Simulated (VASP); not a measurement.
Here is a VASP 6.6.1 calculation.

File INCAR:

```
PREC     = Accurate       # precision mode
ENCUT    = 520            # plane-wave cutoff, eV
EDIFF    = 1E-6           # SCF threshold, eV
ISMEAR   = -1             # smearing method
SIGMA    = 0.05           # smearing width, eV
LREAL    = Auto         
LASPH    = True           # aspherical terms in the spheres
NELM     = 80             # most SCF steps
ALGO     = Normal         # electronic algorithm
ISIF     = 2              # what is computed and relaxed
LWAVE    = False          # write WAVECAR
LCHARG   = False          # write CHGCAR
GGA      = CA             # functional
NBANDS   = 52             # bands
```

File KPOINTS:

```
regular mesh
0
Gamma
  2 2 2
```

File POSCAR:

```
TiSi16
1.0
    0.0000000000      5.4300000000      5.4300000000
    5.4300000000      0.0000000000      5.4300000000
    5.4300000000      5.4300000000      0.0000000000
Si Ti
16 1
Direct
    0.0042132670      0.0034479856     -0.0108849586
    0.1288686825      0.1279836495      0.1216314122
    0.0041544847      0.0034553569      0.5033854547
    0.1255329124      0.1248798621      0.6248317574
   -0.0035462496      0.5013112314      0.0012139408
    0.1289084056      0.6217345803      0.1216697706
    0.0042480395      0.4891759705      0.5033651925
    0.1288843685      0.6217052568      0.6278850610
    0.5021729486     -0.0045176870      0.0012741674
    0.6224582407      0.1280919237      0.1216936159
    0.4898303313      0.0035417642      0.5034242376
    0.6224128344      0.1280836555      0.6279695034
    0.5022103538      0.5013977613      0.0012924396
    0.6258713470      0.6248853701      0.1247522480
    0.5021865095      0.5013849000      0.4953526047
    0.6224790255      0.6217787927      0.6279818666
    0.8755999987      0.8749023265      0.3748242864
```

Potentials or basis: VASP PAW LDA potentials, release 64 (Si, Ti_sv).

Launch:

```console
$ cat potpaw_LDA.64/Si/POTCAR potpaw_LDA.64/Ti_sv/POTCAR > POTCAR
$ mpirun -np 1 vasp_std > vasp.out
```

**Question.** What does it give for the band gap on the k mesh?

**Answer.** Zero (band 38 reaches 6.85 eV, above the bottom of band 39 at 6.44 eV).

**Question.** What does it give for the largest force?

**Answer.** 0.010 eV/Å.

**Question.** Estimate the pressure.

**Answer.** 0.1 GPa.

Forces in eV/Å, atoms in the order of the input:
```
Si  -0.005 -0.006  0.006
Si   0.001  0.000  0.000
Si   0.004  0.005  0.006
Si   0.003 -0.001 -0.001
Si  -0.001  0.000  0.000
Si  -0.001 -0.001  0.000
Si  -0.005  0.006 -0.006
Si   0.002  0.000  0.000
Si  -0.001  0.001 -0.001
Si   0.001  0.000  0.000
Si   0.005 -0.005 -0.005
Si   0.001  0.000  0.000
Si   0.002  0.000  0.000
Si   0.002 -0.004 -0.005
Si   0.000  0.000  0.001
Si   0.001  0.000  0.000
Ti  -0.006  0.007  0.005
```

Caveat: the k points lie up to 0.50 Å⁻¹ apart.
